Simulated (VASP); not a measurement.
P, 2 atoms in the cell. The structure is trigonal, space group R-3m (No. 166). Conventional cell: a = 3.372 Å, b = 3.372 Å, c = 9.046 Å, α = 90.00°, β = 90.00°, γ = 120.00°. P (site symmetry 3m) has 6 P at 2.29 to 2.65 Å within 3.0 Å.  This cell differs from its parent crystal: ratio of the length along z to the lengths across it x 1.05, volume and fractional coordinates fixed.

* Program: VASP 6.6.1
* Task: single point
* Functional: PBE
* Dispersion: D3(BJ)
* Potentials or basis: VASP PAW PBE potentials, release 64 (P)
* Cutoff: 520 eV
* k mesh: 24 × 24 × 24
* Occupations: gaussian, width 0.15 eV
* Spin: no spin polarisation
* Dipole correction: no
* Further INCAR settings: ALGO = Normal; EDIFF = 1e-06; NBANDS = 12

Potentials or basis: VASP PAW PBE potentials, release 64 (P).

Command:

```console
$ cat potpaw_PBE.64/P/POTCAR > POTCAR
$ mpirun -np 1 vasp_std > vasp.out
```

Hardware: 1 thread of Intel(R) Xeon(R) Platinum 8488C (Sapphire Rapids), with other jobs on the host.

Question: Estimate the wall time of this run.

Answer: Run time: 5.4 min on 1 thread of Intel(R) Xeon(R) Platinum 8488C (Sapphire Rapids) (shared host), peak memory 0.46 GiB. Counts: scf iterations 11, k points 1313.
